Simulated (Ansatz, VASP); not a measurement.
This is a calculation of Nb for Ansatz 0.2.0.

input.yaml

```yaml
crystal:
  lattice:
    - [-1.6749698576, 1.6749698576, 1.6749698576]
    - [1.6749698576, -1.6749698576, 1.6749698576]
    - [1.6749698576, 1.6749698576, -1.6749698576]
  atoms:
    - { symbol: Nb, position: [0.0, 0.0, 0.0] }
kpoints:
  mp_grid: { grid: [11, 11, 11] }
scf:
  occupations: { method: fermi_dirac, width: 0.05 }
hamiltonian:
  xc: lda
  pseudopotentials: { kind: all_electron, lapw: { basis_error: 0.001 } }
output:
  forces: true
  stress: true
  eigenvalues: true
```

Potentials or basis: all-electron LAPW, scalar-relativistic.

The run is started by

```console
$ ansatz run input.yaml --threads 1 --pin off --max-ram 3072MiB --backend cpu --events-out ev --progress --plain --runs-dir out
```

Task: Set up the same calculation for VASP 6.6.1. Potentials there: VASP PAW LDA potentials, release 64 (Nb_sv).

Result: As run (the cutoff follows the program's own potentials):

INCAR

```
SYSTEM = Nb
ALGO = Normal
EDIFF = 1E-6
ENCUT = 500
GGA = CA
GGA_COMPAT = .FALSE.
ISIF = 2
ISMEAR = -1
LASPH = .TRUE.
LCHARG = .TRUE.
LELF = .TRUE.
LREAL = .FALSE.
LVHAR = .TRUE.
LWAVE = .FALSE.
NBANDS = 12
NELM = 120
PREC = Accurate
SIGMA = 0.05
```

File KPOINTS:

```
k-points
0
G
  11 11 11
  0 0 0
```

Contents of POSCAR:

```
Nb
1.0
   -1.6749698576      1.6749698576      1.6749698576
    1.6749698576     -1.6749698576      1.6749698576
    1.6749698576      1.6749698576     -1.6749698576
Nb
1
Direct
    0.0000000000      0.0000000000      0.0000000000
```

Potentials or basis: VASP PAW LDA potentials, release 64 (Nb_sv).

Run with:

```bash
$ cat potpaw_LDA.64/Nb_sv/POTCAR > POTCAR
$ mpirun -np 1 vasp_std > vasp.out
```

Both were run:

|  | VASP | Ansatz | Ansatz less VASP |
| --- | --- | --- | --- |
| gap on the k mesh at the Fermi level (eV) | none | none | - |
| pressure (GPa) | -14.5 | -14.4 | +0.15 |

LDA's correlation is that of Perdew and Zunger in VASP and of Perdew and Wang (1992) in Ansatz. A gap of «none» marks a metal or a gap that the smearing closes. Ansatz ran all-electron here, and VASP with PAW potentials.
